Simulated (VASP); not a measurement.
Wanted: the native input for a VASP 6.6.1 run.

| Quantity | Value |
| --- | --- |
| Task | single point |
| Functional | PBEsol |
| Potentials or basis | VASP PAW PBE potentials, release 64 (Al, N) |
| Cutoff | 520 eV |
| k mesh | 9 × 9 × 7 |
| Occupations | gaussian, width 0.01 eV |
| Spin | no spin polarisation |
| Dipole correction | no |
| Further INCAR settings | ALGO = Normal; EDIFF = 1e-06; NBANDS = 16 |

The structure of AlN (wurtzite to rock salt path) lies in POSCAR:

```
AlN
1.0
    1.5138280768     -2.6219502289      0.0000000000
    1.5138280768      2.6219502289      0.0000000000
    0.0000000000      0.0000000000      4.8442498455
Al N
2 2
Direct
    0.0000012606     -0.0000012606     -0.0002832040
    0.6666654061      0.3333345939      0.4997167960
    0.0000031269     -0.0000031269      0.3822832040
    0.6666635398      0.3333364602      0.8822832040
```

These files were run (other wordings do the same):

INCAR

```
SYSTEM = AlN
ALGO = Normal ; EDIFF = 1E-6
ENCUT = 520 ; GGA = PS
ISIF = 2 ; ISMEAR = 0
LASPH = .TRUE. ; LCHARG = .FALSE.
LREAL = .FALSE. ; LWAVE = .FALSE.
NBANDS = 16 ; NELM = 80
PREC = Accurate ; SIGMA = 0.01
```

KPOINTS

```
k-points
0
G
  9 9 7
  0 0 0
```

Potentials or basis: VASP PAW PBE potentials, release 64 (Al, N).

Launch:

```bash
$ cat potpaw_PBE.64/Al/POTCAR potpaw_PBE.64/N/POTCAR > POTCAR
$ mpirun -np 1 vasp_std > vasp.out
```

It gave:

```
Pressure               : 20.1 GPa
Band gap on the k mesh : 4.86 eV, direct
```

Caveat: the PAW data sets were made with another functional, which shifts forces and pressure a little.

Wall time 68 s on 1 thread of Intel Xeon 6975P-C, with other jobs on the host, peak memory 0.19 GiB.
